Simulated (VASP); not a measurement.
The system is Te.

```
Te
1.0
     4.42091    0.00795   -0.04238
    -2.20357    3.87986    0.04237
    -0.05637    0.03253    5.95873
Te
3
Cartesian
  1.1877 0.0930 1.1582
  -0.4840 1.1138 4.9168
  1.4444 2.8158 2.9390
```

Base run:

```yaml
Program: VASP 6.6.1
Functional: PBE
Potentials_or_basis: VASP PAW PBE potentials, release 64 (Te)
Cutoff: 520 eV
k_mesh: 6 × 6 × 4
Occupations: gaussian, width 0.01 eV
Spin: no spin polarisation
```

Its results: band gap on the k mesh zero (band 9 reaches 5.97 eV, above the bottom of band 10 at 5.76 eV); pressure 1.3 GPa; largest force 0.712 eV/Å.

Problem. The run is repeated on the same cell with these changes: k mesh from 6 × 6 × 4 to 2 × 2 × 1. What comes out?

Solution. Band gap on the k mesh 0.72 eV, indirect (least direct gap 0.98 eV); pressure 1.5 GPa; largest force 1.990 eV/Å.

Caveats: some runs use coarse meshes; spin-orbit coupling is left out, which moves the levels of the heavy elements; forces of over 1 eV/Å act on the atoms, so gaps and moduli don't describe the material at rest (some runs).

A k mesh can miss the band edges.
